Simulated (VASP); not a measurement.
# TaBi (Fm-3m) in VASP: notebook

Runs on TaBi. Level: PBE. Tasks: single point, relaxation of cell and atoms.

All numbers are computed with VASP 6.6.1; they aren't measurements. Logs are shortened: lines on timing, memory, paths and dates and some standing lists are left out, and cuts for length are marked.

## Step 1: The cell of the first run

The structure is cubic, space group Fm-3m (No. 225). The conventional cell has a = 5.825 Å, b = 5.825 Å, c = 5.825 Å, α = 90.00°, β = 90.00°, γ = 90.00°. Ta (site symmetry m-3m) has 6 Bi at 2.91 Å within 3.8 Å. Within 3.8 Å of Bi (site symmetry m-3m) lie 6 Ta at 2.91 Å.

## Step 2: Single point, PBE

INCAR reads:

```
  ALGO = Normal
  EDIFF = 1E-6
  ENCUT = 520
  GGA = PE
  ISIF = 2
  ISMEAR = 0
  LASPH = True
  LCHARG = True
  LELF = True
  LREAL = False
  LVHAR = True
  LWAVE = False
  NBANDS = 20
  NELM = 100
  PREC = Accurate
  SIGMA = 0.1
```

KPOINTS reads:

```
k-points
0
Gamma
  12 12 12
```

POSCAR reads:

```
TaBi
1.0
    0.0000000000      2.9123415178      2.9123415178
    2.9123415178      0.0000000000      2.9123415178
    2.9123415178      2.9123415178      0.0000000000
Ta Bi
1 1
Direct
    0.5000000000      0.5000000000      0.5000000000
    0.0000000000      0.0000000000      0.0000000000
```

Potentials or basis: VASP PAW PBE potentials, release 64 (Ta_pv, Bi_d).

Run with:

```bash
$ cat potpaw_PBE.64/Ta_pv/POTCAR potpaw_PBE.64/Bi_d/POTCAR > POTCAR
$ mpirun -np 1 vasp_std > vasp.out
```

OUTCAR:

```text
EDIFF = 1E-6
   ENCUT = 520
   GGA = PE
   ISIF = 2
   ISMEAR = 0
   LASPH = True
   LREAL = False
   NELM = 100
   PREC = Accurate

 ion  position               nearest neighbor table
   1  0.500  0.500  0.500-   2 2.91   2 2.91   2 2.91   2 2.91   2 2.91   2 2.91
   2  0.000  0.000  0.000-   1 2.91   1 2.91   1 2.91   1 2.91   1 2.91   1 2.91

  LATTYP: Found a face centered cubic cell.
 ALAT       =     5.8246830356

  Lattice vectors:

 A1 = (   0.0000000000,   2.9123415178,   2.9123415178)
 A2 = (   2.9123415178,   0.0000000000,   2.9123415178)
 A3 = (   2.9123415178,   2.9123415178,   0.0000000000)

Analysis of symmetry for initial positions (statically):
=====================================================================
 Subroutine PRICEL returns:
 Original cell was already a primitive cell.

 Routine SETGRP: Setting up the symmetry group for a
 face centered cubic supercell.

 Subroutine GETGRP returns: Found 48 space group operations
 (whereof 48 operations were pure point group operations)
 out of a pool of 48 trial point group operations.

The static configuration has the point symmetry O_h .

Analysis of symmetry for dynamics (positions and initial velocities):
=====================================================================
 Subroutine PRICEL returns:
 Original cell was already a primitive cell.

 Routine SETGRP: Setting up the symmetry group for a
 face centered cubic supercell.

 Subroutine GETGRP returns: Found 48 space group operations
 (whereof 48 operations were pure point group operations)
 out of a pool of 48 trial point group operations.

The dynamic configuration has the point symmetry O_h .

 Subroutine INISYM returns: Found 48 space group operations
 (whereof 48 operations are pure point group operations),
 and found     1 'primitive' translations

----------------------------------------------------------------------------------------

                                     Primitive cell

  volume of cell :      49.4034

  direct lattice vectors                    reciprocal lattice vectors
     0.000000000  2.912341518  2.912341518    -0.171683162  0.171683162  0.171683162
     2.912341518  0.000000000  2.912341518     0.171683162 -0.171683162  0.171683162
     2.912341518  2.912341518  0.000000000     0.171683162  0.171683162 -0.171683162

  length of vectors
     4.118672873  4.118672873  4.118672873     0.297363959  0.297363959  0.297363959

  position of ions in fractional coordinates (direct lattice)
     0.500000000  0.500000000  0.500000000
     0.000000000  0.000000000  0.000000000

  ion indices of the primitive-cell ions
   primitive index   ion index
                 1           1
                 2           2

----------------------------------------------------------------------------------------

 KPOINTS: k-points

Automatic generation of k-mesh.
 Grid dimensions read from file:
 generate k-points for:   12   12   12

 Generating k-lattice:

  Cartesian coordinates                     Fractional coordinates (reciprocal lattice)
    -0.014306930  0.014306930  0.014306930     0.083333333  0.000000000  0.000000000
     0.014306930 -0.014306930  0.014306930     0.000000000  0.083333333  0.000000000
     0.014306930  0.014306930 -0.014306930     0.000000000  0.000000000  0.083333333

  Length of vectors
     0.024780330  0.024780330  0.024780330

  Shift w.r.t. Gamma in fractional coordinates (k-lattice)
     0.000000000  0.000000000  0.000000000

 Subroutine IBZKPT returns following result:
 ===========================================

 Found     72 irreducible k-points:

 Following reciprocal coordinates:
            Coordinates               Weight
  0.000000  0.000000  0.000000      1.000000
  0.083333  0.000000  0.000000      8.000000
  0.166667  0.000000  0.000000      8.000000
  0.250000  0.000000  0.000000      8.000000
  0.333333  0.000000  0.000000      8.000000
  0.416667  0.000000  0.000000      8.000000
[... 16 lines left out ...]
  0.500000  0.166667  0.000000     24.000000
 -0.416667  0.166667  0.000000     24.000000
 [... further k-points ...]
   k-points           NKPTS =     72   k-points in BZ     NKDIM =     72   number of bands    NBANDS=     20
   number of dos      NEDOS =    301   number of ions     NIONS =      2
   total plane-waves  NPLWV =  32768
   dimension x,y,z NGX =    32 NGY =   32 NGZ =   32
   dimension x,y,z NGXF=    64 NGYF=   64 NGZF=   64
   ions per type =               1   1
   NGX,Y,Z   is equivalent  to a cutoff of  12.92, 12.92, 12.92 a.u.
   NGXF,Y,Z  is equivalent  to a cutoff of  25.83, 25.83, 25.83 a.u.
 SYSTEM =  unknown system
   PREC   = accura    normal or accurate (medium, high low for compatibility)
   ISTART =      0    job   : 0-new  1-cont  2-samecut
   ICHARG =      2    charge: 1-file 2-atom 10-const
   ISPIN  =      1    spin polarized calculation?
   LNONCOLLINEAR =      F non collinear calculations
   LSORBIT =      F    spin-orbit coupling
   LASPH  =      T    aspherical Exc in radial PAW
   ENCUT  =  520.0 eV  38.22 Ry    6.18 a.u.   7.66  7.66  7.66*2*pi/ulx,y,z
   NELM   =    100;   NELMIN=  2; NELMDL= -5     # of ELM steps
   EDIFF  = 0.1E-05   stopping-criterion for ELM
   LREAL  =      F    real-space projection
   EDIFFG = 0.1E-04   stopping-criterion for IOM
   NSW    =      0    number of steps for IOM
   IBRION =     -1    ionic relax: 0-MD 1-quasi-New 2-CG
   NFREE  =      0    steps in history (QN), initial steepest desc. (CG)
   ISIF   =      2    stress and relaxation
   ISYM   =      2    0-nonsym 1-usesym 2-fastsym
   POTIM  = 0.5000    time-step for ionic-motion
   TEBEG  =    0.0;   TEEND  =   0.0 temperature during run
   PSTRESS=    0.0 pullay stress
   NELECT =      26.0000    total number of electrons
   NUPDOWN=      -1.0000    fix difference up-down
   EMIN   =  10.00;   EMAX   =-10.00  energy-range for DOS
   EFERMI =   0.00;   METHOD = LEGACY
   ISMEAR =     0;   SIGMA  =   0.10  broadening in eV -4-tet -1-fermi 0-gaus
   EFERMI_NEDOS =   21; number of points for ismear=-14 and -15
   IALGO  =     38    algorithm
   IMIX   =      4    mixing-type and parameters
     AMIX     =   0.40;   BMIX     =  1.00
     AMIX_MAG =   1.60;   BMIX_MAG =  1.00
  volume/ion in A,a.u.               =      24.70       166.70
  Fermi-wavevector in a.u.,A,eV,Ry     =   1.321743  2.497732 23.769436  1.747004
  Thomas-Fermi vector in A             =   2.451475
   LORBIT       =      0    0 simple, 1 ext, 2 COOP (PROOUT), +10 PAW based schemes
   GGA     = PE    functional components
   LHFCALC =     F    Hartree Fock is set to
   AEXX    =    0.0000 exact exchange contribution
   IVDW    =     0    specifies the selected vdW correction
   LEPSILON=     F    determine dielectric tensor
   LRPA    =     F    only Hartree local field effects (RPA)
 non-spin polarized calculation
 Gauss-broadening in eV      SIGMA  =   0.10
  energy-cutoff  :      520.00
  volume of cell :       49.40
 maximum number of plane-waves:      1363
   NGX = 15   NGY = 15   NGZ = 15

 number of electron      25.9999995 magnetization

 Free energy of the ion-electron system (eV)
  ---------------------------------------------------
  ext. energy  EPLUGINS =         0.00000000
  ---------------------------------------------------
  free energy    TOTEN  =       -13.48411419 eV

  energy without entropy =      -13.47325236  energy(sigma->0) =      -13.47868328

 E-fermi :   7.6750     XC(G=0): -11.1433

 val. band max:        7.6588625651   @ k =   0.3333   0.0000   0.0000
 cond. band min:       7.6842081229   @ k =   0.2500   0.2500   0.0000
 fundamental gap:      0.0253455578
 Fermi energy:         7.6750150867

 k-point     1 :       0.0000    0.0000    0.0000
  band No.  band energies     occupation
      1     -27.8349      2.00000
      2     -27.8349      2.00000
      3     -27.8349      2.00000
      4     -15.4238      2.00000
      5     -15.4238      2.00000
      6     -15.3316      2.00000
[... 12 lines left out ...]
     19      13.6740      0.00000
     20      17.6295      0.00000

 k-point     2 :       0.0833    0.0000    0.0000
  band No.  band energies     occupation
      1     -27.8375      2.00000
      2     -27.8357      2.00000
      3     -27.8357      2.00000
      4     -15.4207      2.00000
      5     -15.4207      2.00000
      6     -15.3306      2.00000
[... 12 lines left out ...]
     19      13.8605      0.00000
     20      16.8577      0.00000

 k-point     3 :       0.1667    0.0000    0.0000
  band No.  band energies     occupation
      1     -27.8445      2.00000
      2     -27.8377      2.00000
      3     -27.8377      2.00000
      4     -15.4121      2.00000
      5     -15.4121      2.00000
      6     -15.3281      2.00000
[... 12 lines left out ...]
     19      14.2408      0.00000
     20      15.9779      0.00000

 k-point     4 :       0.2500    0.0000    0.0000
  band No.  band energies     occupation
      1     -27.8541      2.00000
      2     -27.8404      2.00000
      3     -27.8404      2.00000
      4     -15.4007      2.00000
      5     -15.4007      2.00000
      6     -15.3246      2.00000
[... 12 lines left out ...]
     19      15.1547      0.00000
     20      15.6487      0.00000

 k-point     5 :       0.3333    0.0000    0.0000
  band No.  band energies     occupation
      1     -27.8636      2.00000
      2     -27.8431      2.00000
      3     -27.8431      2.00000
      4     -15.3895      2.00000
      5     -15.3895      2.00000
      6     -15.3210      2.00000
[... 12 lines left out ...]
     19      14.8086      0.00000
     20      14.8086      0.00000
[... 353 lines left out ...]
      6     -15.3327      2.00000
[... 12 lines left out ...]
     19      14.6249      0.00000
     20      16.3774      0.00000

 k-point    22 :       0.4167    0.1667    0.0000
  band No.  band energies     occupation
      1     -27.8649      2.00000
      2     -27.8469      2.00000
      3     -27.8449      2.00000
      4     -15.3942      2.00000
      5     -15.3906      2.00000
      6     -15.3268      2.00000
[... 12 lines left out ...]
     19      14.4554      0.00000
     20      16.1781      0.00000

 k-point    23 :       0.5000    0.1667    0.0000
  band No.  band energies     occupation
      1     -27.8685      2.00000
      2     -27.8491      2.00000
      3     -27.8464      2.00000
      4     -15.3907      2.00000
      5     -15.3844      2.00000
      6     -15.3202      2.00000
[... 12 lines left out ...]
     19      14.9604      0.00000
     20      16.0748      0.00000

 k-point    24 :      -0.4167    0.1667    0.0000
  band No.  band energies     occupation
      1     -27.8691      2.00000
      2     -27.8496      2.00000
      3     -27.8467      2.00000
      4     -15.3936      2.00000
      5     -15.3781      2.00000
      6     -15.3154      2.00000
[... 12 lines left out ...]
     19      15.3906      0.00000
     20      15.8550      0.00000

 [... further k-points ...]
[... 5 lines left out ...]
  --------------------------------------------------------------------------------------
  -------------------------------------------------------------------------------------
  Total       -0.0040374     -0.0040374     -0.0040374      0.0000000      0.0000000      0.0000000
  in kB       -0.1309343     -0.1309343     -0.1309343      0.0000000      0.0000000      0.0000000
  external PRESSURE =      -0.1309343 kB  Pullay stress =       0.0000000 kB

 VOLUME and BASIS-vectors are now :
 -----------------------------------------------------------------------------
  energy-cutoff  :      520.00
  volume of cell :       49.40
      direct lattice vectors                 reciprocal lattice vectors
     0.000000000  2.912341518  2.912341518    -0.171683162  0.171683162  0.171683162
     2.912341518  0.000000000  2.912341518     0.171683162 -0.171683162  0.171683162
     2.912341518  2.912341518  0.000000000     0.171683162  0.171683162 -0.171683162

 POSITION                                       TOTAL-FORCE (eV/Angst)
 -----------------------------------------------------------------------------------
      2.91234      2.91234      2.91234         0.000000     -0.000000      0.000000
      0.00000      0.00000      0.00000        -0.000000      0.000000     -0.000000
 -----------------------------------------------------------------------------------
    total drift:                                0.000000     -0.000000     -0.000000

  FREE ENERGIE OF THE ION-ELECTRON SYSTEM (eV)
  ---------------------------------------------------
  free  energy   TOTEN  =       -13.4841141879 eV

  energy  without entropy=      -13.4732523627  energy(sigma->0) =      -13.47868328
```

Wall time 20 s (1 thread of Intel Xeon 6975P-C (Granite Rapids), shared host); peak memory 0.22 GiB.

Results:

| Item | Value |
| --- | --- |
| Free energy | -13.4841 eV |
| Pressure | 0.0 GPa |
| Band gap on the k mesh | zero (band 13 reaches 8.03 eV, above the bottom of band 14 at 7.00 eV) |

Caveat: spin-orbit coupling is left out, which moves the levels of the heavy elements.

## Step 3: Relaxation of cell and atoms, PBE

This run uses another cell than the first one, of 24.77 Å³/atom, 1.003 times its volume.

INCAR reads:

```
  ALGO = Normal
  EDIFF = 1E-6
  EDIFFG = -0.005
  ENCUT = 600
  GGA = PE
  IBRION = 2
  ISIF = 3
  ISMEAR = 0
  LASPH = T
  LCHARG = F
  LREAL = F
  LWAVE = F
  NELM = 100
  NSW = 100
  PREC = Accurate
  SIGMA = 0.1
```

KPOINTS is that of step 2.

POSCAR reads:

```
TaBi
1.0
    0.0000000000      2.9148886580      2.9148886580
    2.9148886580      0.0000000000      2.9148886580
    2.9148886580      2.9148886580      0.0000000000
Ta Bi
1 1
Direct
    0.5000000000      0.5000000000      0.5000000000
    0.0000000000      0.0000000000      0.0000000000
```

Potentials or basis: VASP PAW PBE potentials, release 64 (Ta_pv, Bi_d).

Run with:

```bash
$ cat potpaw_PBE.64/Ta_pv/POTCAR potpaw_PBE.64/Bi_d/POTCAR > POTCAR
$ mpirun -np 1 vasp_std > vasp.out
```

It took 56 s on 1 thread of Intel Xeon 6975P-C (Granite Rapids), shared host; peak memory 0.25 GiB.

Results (log left out):

| Property | Result |
| --- | --- |
| Free energy | -13.4843 eV |
| Relaxed volume | 24.71 Å³/atom |
| Relaxed cell | a = 4.119 Å, b = 4.119 Å, c = 4.119 Å, α = 60.00°, β = 60.00°, γ = 60.00° |
| Space group after relaxing (to 0.05 Å) | Fm-3m (No. 225) |
| Energy gained by relaxing | 0.0 meV/atom |
| Ionic steps | 3 |
| Pressure after relaxing | 0.0 GPa |
| Band gap on the k mesh | zero (band 13 reaches 8.03 eV, above the bottom of band 14 at 7.00 eV) |

Final structure:
```xyz
2
Lattice="0.0000 2.9126 2.9126 2.9126 0.0000 2.9126 2.9126 2.9126 0.0000" Properties=species:S:1:pos:R:3 pbc="T T T"
Ta    2.9126    2.9126    2.9126
Bi    0.0000    0.0000    0.0000
```

Levels at points of the mesh, in eV from the Fermi level:
| k point | band 9 | band 10 | band 11 | band 12 | band 13 | band 14 | band 15 | band 16 | band 17 |
| --- | --- | --- | --- | --- | --- | --- | --- | --- | --- |
| (0.00, 0.00, 0.00) | -13.21 | -0.95 | -0.95 | -0.95 | -0.30 | -0.30 | 0.67 | 0.67 | 0.67 |
| (0.50, 0.00, 0.00) | -11.34 | -6.57 | -3.42 | -3.42 | 0.36 | 0.36 | 0.47 | 2.79 | 5.65 |
| (0.50, 0.50, 0.00) | -11.60 | -4.65 | -2.26 | -1.73 | -1.73 | 0.21 | 0.37 | 0.98 | 0.98 |

Caveat: spin-orbit coupling is left out, which moves the levels of the heavy elements.
